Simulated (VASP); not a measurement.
# Na (P1) in VASP: single point with PBEsol

Aim: the single point of Na with PBEsol.

Everything below comes from runs of VASP 6.6.1. Logs are shortened: lines on timing, memory, paths and dates and some standing lists are left out, and cuts for length are marked.

**1. The cell of the first run**

The typed cell holds 16 atoms: a = 9.485 Å, b = 9.485 Å, c = 9.485 Å, α = 109.14°, β = 109.14°, γ = 110.14°.

**2. Single point, PBEsol**

The input, INCAR:

```
SYSTEM = Na
ALGO = Normal ; EDIFF = 1E-7
ENCUT = 520 ; GGA = PS
ISIF = 2 ; ISMEAR = -1
LASPH = .True. ; LCHARG = .True.
LELF = .True. ; LREAL = Auto
LVHAR = .True. ; LWAVE = .False.
NBANDS = 70 ; NELM = 100
PREC = Accurate ; SIGMA = 0.1551
```

The input, KPOINTS:

```
Automatic mesh
0
Gamma
  2 2 2
  0.5 0.5 0.5
```

The input, POSCAR:

```
Na
1.0
   -7.7764840000      0.0000000000      5.4305030000
    7.7764840000      0.0000000000      5.4305030000
    0.0000000000      7.7764840000     -5.4305030000
Na
16
Direct
    0.1112095398      0.0592099472     -0.0189581821
    0.8222794821     -0.0145523046      0.1707022094
    0.5432035033      0.1371085380      0.5269426389
    0.3287619451      0.0458528566      0.7471574557
    0.8166390754      0.2525211527      0.0412996413
    0.4902281456      0.1501690649      0.1553819181
    0.3421812032      0.2909859587      0.5683293375
   -0.0826435431      0.2070233552      0.7112304224
    0.4791566022      0.5372055868     -0.0001316790
    0.1568208381      0.5816812249      0.2749759403
   -0.1640837865      0.3927888310      0.4882684771
    0.2349560539      0.6781247147      0.0091092581
    0.0465271421      0.8477513200      0.3477215410
    0.6556300115      0.4799221981      0.7669892975
    0.7235389490      0.6415174338      0.5400449612
    0.4600106451      0.6850908999      0.7078755643
```

Potentials or basis: VASP PAW PBE potentials, release 64 (Na_pv).

Command:

```console
> cat potpaw_PBE.64/Na_pv/POTCAR > POTCAR
> mpirun -np 1 vasp_std > vasp.out
```

OUTCAR:

```text
SYSTEM = Na
   EDIFF = 1E-7
   ENCUT = 520
   GGA = PS
   ISIF = 2
   ISMEAR = -1
   LASPH = .True.
   LREAL = Auto
   NELM = 100
   PREC = Accurate

 ion  position               nearest neighbor table
   1  0.111  0.059  0.981-
   2  0.822  0.985  0.171-
   3  0.543  0.137  0.527-
   4  0.329  0.046  0.747-
   5  0.817  0.253  0.041-
   6  0.490  0.150  0.155-
   7  0.342  0.291  0.568-  14 2.46
   8  0.917  0.207  0.711-
   9  0.479  0.537  1.000-
  10  0.157  0.582  0.275-
  11  0.836  0.393  0.488-
  12  0.235  0.678  0.009-
  13  0.047  0.848  0.348-
  14  0.656  0.480  0.767-   7 2.46
  15  0.724  0.642  0.540-
  16  0.460  0.685  0.708-

  LATTYP: Found a body centered tetragonal cell.
 ALAT       =    10.9976091404
 C/A-ratio  =     0.9875788329

  Lattice vectors:

 A1 = (  -7.7764840000,   0.0000000000,   5.4305030000)
 A2 = (   7.7764840000,   0.0000000000,   5.4305030000)
 A3 = (   0.0000000000,   7.7764840000,  -5.4305030000)

Analysis of symmetry for initial positions (statically):
=====================================================================
 Subroutine PRICEL returns:
 Original cell was already a primitive cell.

 Routine SETGRP: Setting up the symmetry group for a
 body centered tetragonal supercell.

 Subroutine GETGRP returns: Found  1 space group operations
 (whereof  1 operations were pure point group operations)
 out of a pool of 16 trial point group operations.

The static configuration has the point symmetry C_1 .

Analysis of symmetry for dynamics (positions and initial velocities):
=====================================================================
 Subroutine PRICEL returns:
 Original cell was already a primitive cell.

 Routine SETGRP: Setting up the symmetry group for a
 body centered tetragonal supercell.

 Subroutine GETGRP returns: Found  1 space group operations
 (whereof  1 operations were pure point group operations)
 out of a pool of 16 trial point group operations.

The dynamic configuration has the point symmetry C_1 .

 Subroutine INISYM returns: Found  1 space group operations
 (whereof  1 operations are pure point group operations),
[... 101 lines left out ...]
   ENCUT  =  520.0 eV  38.22 Ry    6.18 a.u.  17.64 17.64 17.64*2*pi/ulx,y,z
   NELM   =    100;   NELMIN=  2; NELMDL= -5     # of ELM steps
   EDIFF  = 0.1E-06   stopping-criterion for ELM
   LREAL  =      T    real-space projection
   EDIFFG = 0.1E-05   stopping-criterion for IOM
   NSW    =      0    number of steps for IOM
   IBRION =     -1    ionic relax: 0-MD 1-quasi-New 2-CG
   NFREE  =      0    steps in history (QN), initial steepest desc. (CG)
   ISIF   =      2    stress and relaxation
   ISYM   =      2    0-nonsym 1-usesym 2-fastsym
   POTIM  = 0.5000    time-step for ionic-motion
   TEBEG  =    0.0;   TEEND  =   0.0 temperature during run
   PSTRESS=    0.0 pullay stress
   NELECT =     112.0000    total number of electrons
   NUPDOWN=      -1.0000    fix difference up-down
   EMIN   =  10.00;   EMAX   =-10.00  energy-range for DOS
   EFERMI =   0.00;   METHOD = LEGACY
   ISMEAR =    -1;   SIGMA  =   0.16  broadening in eV -4-tet -1-fermi 0-gaus
   EFERMI_NEDOS =   21; number of points for ismear=-14 and -15
   IALGO  =     38    algorithm
   IMIX   =      4    mixing-type and parameters
     AMIX     =   0.40;   BMIX     =  1.00
     AMIX_MAG =   1.60;   BMIX_MAG =  1.00
  volume/ion in A,a.u.               =      41.05       277.02
  Fermi-wavevector in a.u.,A,eV,Ry     =   0.907825  1.715540 11.213181  0.824146
  Thomas-Fermi vector in A             =   2.031678
   LORBIT       =      0    0 simple, 1 ext, 2 COOP (PROOUT), +10 PAW based schemes
   GGA     = PS    functional components
   LHFCALC =     F    Hartree Fock is set to
   AEXX    =    0.0000 exact exchange contribution
   IVDW    =     0    specifies the selected vdW correction
   LEPSILON=     F    determine dielectric tensor
   LRPA    =     F    only Hartree local field effects (RPA)
 non-spin polarized calculation
  energy-cutoff  :      520.00
  volume of cell :      656.81
 maximum number of plane-waves:     17724
 NGX is ok and might be reduce to    70
   NGX = 35   NGY = 35   NGZ = 35

 number of electron     111.9999977 magnetization

 Free energy of the ion-electron system (eV)
  ---------------------------------------------------
  ext. energy  EPLUGINS =         0.00000000
  ---------------------------------------------------
  free energy    TOTEN  =       -18.75607492 eV

  energy without entropy =      -17.90936637  energy(sigma->0) =      -18.33272064

 E-fermi :   0.0276     XC(G=0):  -6.1735

 val. band max:        0.0147152020   @ k =   0.2500   0.2500   0.2500
 cond. band min:       0.0529304786   @ k =  -0.2500  -0.2500   0.2500
 fundamental gap:      0.0382152765
 Fermi energy:         0.0276105312

 k-point     1 :       0.2500    0.2500    0.2500
  band No.  band energies     occupation
      1     -25.3702      2.00000
      2     -25.1908      2.00000
      3     -25.1724      2.00000
      4     -25.1454      2.00000
      5     -25.1442      2.00000
      6     -25.1368      2.00000
[... 273 lines left out ...]
     67       2.3001      0.00000
     68       2.3310      0.00000
 [bands above 68 left out]

------------------------ aborting loop because EDIFF is reached ----------------------------------------

  FORCE on cell =-STRESS in cart. coord.  units (eV):
  Direction    XX          YY          ZZ          XY          YZ          ZX
  --------------------------------------------------------------------------------------
  -------------------------------------------------------------------------------------
  Total        5.8888666      2.6672598      2.1490801     -1.2374297      0.6546291     -0.4002177
  in kB       14.3650016      6.5063779      5.2423567     -3.0185230      1.5968689     -0.9762706
  external PRESSURE =       8.7045788 kB  Pullay stress =       0.0000000 kB

 VOLUME and BASIS-vectors are now :
 -----------------------------------------------------------------------------
  energy-cutoff  :      520.00
  volume of cell :      656.81
      direct lattice vectors                 reciprocal lattice vectors
    -7.776484000  0.000000000  5.430503000    -0.064296410  0.064296410  0.092072502
     7.776484000  0.000000000  5.430503000     0.064296410  0.064296410  0.092072502
     0.000000000  7.776484000 -5.430503000     0.000000000  0.128592819  0.000000000

 POSITION                                       TOTAL-FORCE (eV/Angst)
 -----------------------------------------------------------------------------------
     -0.40437      7.62906     -4.40209         0.240990     -0.016447     -0.255349
      1.26888      1.32746      8.88987         0.123308      0.022724     -0.155308
     -3.15799      4.09776      0.83287        -0.736365     -0.555357     -0.511675
     -2.20004      5.81026     -2.02309        -0.124511      0.085206     -0.105786
     -4.38685      0.32117      5.58180         0.247980     -0.325073     -0.100564
     -2.64446      1.20832      2.63388        -0.099914      0.019758      0.003871
[... 8 lines left out ...]
     -0.63784      4.19965      4.48023         0.526617     -0.178842      0.373203
      1.75033      5.50478      2.37436         0.576454      0.119137      0.216211
 -----------------------------------------------------------------------------------
    total drift:                                0.000517      0.000783     -0.001050

  FREE ENERGIE OF THE ION-ELECTRON SYSTEM (eV)
  ---------------------------------------------------
  free  energy   TOTEN  =       -18.7560749224 eV

  energy  without entropy=      -17.9093663676  energy(sigma->0) =      -18.33272064
```

stdout:

```text
POSCAR found type information on POSCAR Na
 POSCAR found :  1 types and      16 ions
 scaLAPACK will be used
 -----------------------------------------------------------------------------
|                                                                             |
|                                                                             |
|     You enforced a specific xc type in the INCAR file but a different       |
|     I HOPE YOU KNOW WHAT YOU ARE DOING!                                     |
|                                                                             |
 -----------------------------------------------------------------------------

 LDA part: xc-table for (Slater+PW92), standard interpolation
 POSCAR, INCAR and KPOINTS ok, starting setup
 FFT: planning ... GRIDC
 FFT: planning ... GRID_SOFT
 FFT: planning ... GRID
 WAVECAR not read
 entering main loop
```

Wall time 5.2 min (1 thread of Intel Xeon Platinum 8259CL at 2.50GHz (Skylake/Cascade Lake), shared host); peak memory 0.71 GiB.

Results:

| Property | Result |
| --- | --- |
| Free energy | -18.7561 eV |
| Pressure | 0.9 GPa |
| Largest force | 1.725 eV/Å |
| Band gap on the k mesh | zero (bands 56 and 57 overlap by 0.33 eV) |

Forces on the atoms (eV/Å):
```
Na   0.241 -0.016 -0.255
Na   0.123  0.023 -0.155
Na  -0.736 -0.555 -0.512
Na  -0.125  0.085 -0.106
Na   0.248 -0.325 -0.101
Na  -0.100  0.020  0.004
Na   1.022 -0.984 -0.841
Na  -0.429  0.125  0.110
Na  -0.292  0.294 -0.259
Na  -0.452  0.314  0.059
Na  -0.541  0.083  0.533
Na   0.427 -0.184  0.136
Na   0.130 -0.128 -0.139
Na  -0.622  1.308  0.936
Na   0.527 -0.179  0.373
Na   0.576  0.119  0.216
```

Levels at points of the mesh, in eV from the Fermi level:
| k point | band 53 | band 54 | band 55 | band 56 | band 57 | band 58 | band 59 | band 60 | band 61 | band 62 |
| --- | --- | --- | --- | --- | --- | --- | --- | --- | --- | --- |
| (0.25, 0.25, 0.25) | -0.01 | 0.06 | 0.14 | 0.19 | 0.33 | 0.39 | 0.48 | 0.50 | 0.58 | 0.62 |

Caveat: the k points lie up to 0.41 Å⁻¹ apart; the atoms stand as in a frame of molecular dynamics; the PAW data sets were made with another functional, which shifts forces and pressure a little.

The gap in the log of VASP goes by the Fermi energy; the results here count the filled bands.